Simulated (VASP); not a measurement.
A run of VASP 6.6.1 is set up as follows.

The input INCAR:

```
SYSTEM = C
PREC = Accurate
ENCUT = 600
EDIFF = 1E-7
ISMEAR = 0
SIGMA = 0.3
LREAL = .FALSE.
LASPH = .TRUE.
NELM = 120
ALGO = Normal
ISIF = 3
LWAVE = .FALSE.
LCHARG = .FALSE.
GGA = PE
IVDW = 12
IBRION = 2
NSW = 100
EDIFFG = -0.002
GGA_COMPAT = .FALSE.
NELMIN = 4
```

The input KPOINTS:

```
regular mesh
0
G
  21 21 6
  0 0 0
```

File POSCAR:

```
C
1.0
    2.4560000000      0.0000000000      0.0000000000
   -1.2280000000      2.1269583917      0.0000000000
    0.0000000000      0.0000000000      6.6960000000
C
4
Direct
    0.0000000000      0.0000000000      0.7500000000
    0.0000000000      0.0000000000      0.2500000000
    0.3333333333      0.6666666667      0.7500000000
    0.6666666667      0.3333333333      0.2500000000
```

Potentials or basis: VASP PAW PBE potentials, release 64 (C).

Launch:

```console
$ cat potpaw_PBE.64/C/POTCAR > POTCAR
$ mpirun -np 1 vasp_std > vasp.out
```

Question: Predict the relaxed cell.

Answer: a = 2.465 Å, b = 2.465 Å, c = 6.684 Å, α = 90.00°, β = 90.00°, γ = 120.00°.

Question: What does it give for the relaxed volume?

Answer: 8.79 Å³/atom.

Question: What does it give for the dispersion energy per atom?

Answer: -0.157 eV.

Question: Predict the space group after relaxing (to 0.1 Å).

Answer: P6_3/mmc (No. 194).

Step by step:
```csv
step,energy change (eV),largest force (eV/Å),pressure (GPa),volume (Å³)
1,0.0000,0.0000,3.34,34.98
2,0.0213,0.0000,-7.92,35.91
3,-0.0042,0.0000,-0.06,35.24
4,-0.0042,0.0000,0.01,35.24
5,-0.0042,0.0000,0.01,35.23
6,-0.0042,0.0000,0.02,35.21
7,-0.0042,0.0000,0.02,35.18
```

Caveat: so wide a smearing shifts energies and pressures. Zero-point motion and thermal expansion aren't in these numbers.
